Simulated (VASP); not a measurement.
Wanted: the native input for a VASP 6.6.1 run.

```
Task                   : single point
Functional             : PBE
Potentials or basis    : VASP PAW PBE potentials, release 64 (Nb_sv, Si)
Cutoff                 : 520 eV
k mesh                 : 6 × 6 × 6
Occupations            : gaussian, width 0.1 eV
Spin                   : no spin polarisation
Dipole correction      : no
Further INCAR settings : ALGO = Normal; EDIFF = 1e-06; NBANDS = 16
```

The structure of NbSi lies in POSCAR:

```
NbSi
1.0
    2.8492878000      0.0000000000      0.0000000000
    0.0000000000      2.8492878000      0.0000000000
    0.0000000000      0.0000000000      2.8492878000
Nb Si
1 1
Direct
    0.0000000000      0.0000000000      0.0000000000
    0.5000000000      0.5000000000      0.5000000000
```

The cell was built from a structure type or drawn by symmetry, and may not be a known phase.

One way to write it, as run:

INCAR

```
PREC = Accurate
ENCUT = 520
EDIFF = 1E-6
ISMEAR = 0
SIGMA = 0.1
LREAL = False
LASPH = True
NELM = 80
ALGO = Normal
ISIF = 2
LWAVE = False
LCHARG = False
GGA = PE
NBANDS = 16
```

KPOINTS

```
regular mesh
0
Gamma
  6 6 6
```

Potentials or basis: VASP PAW PBE potentials, release 64 (Nb_sv, Si).

Launch:

```console
$ cat potpaw_PBE.64/Nb_sv/POTCAR potpaw_PBE.64/Si/POTCAR > POTCAR
$ mpirun -np 1 vasp_std > vasp.out
```

It gave:

| Quantity | Value |
| --- | --- |
| Pressure | 95.9 GPa |
| Band gap on the k mesh | zero (an odd number of electrons rules out a gap without spin polarisation) |

Caveat: the k points lie up to 0.37 Å⁻¹ apart, too coarse for converged energies and pressures of a metal.

Run time: 9.6 s on 1 thread of Intel Xeon 8259CL, on a shared host, peak memory 0.14 GiB.
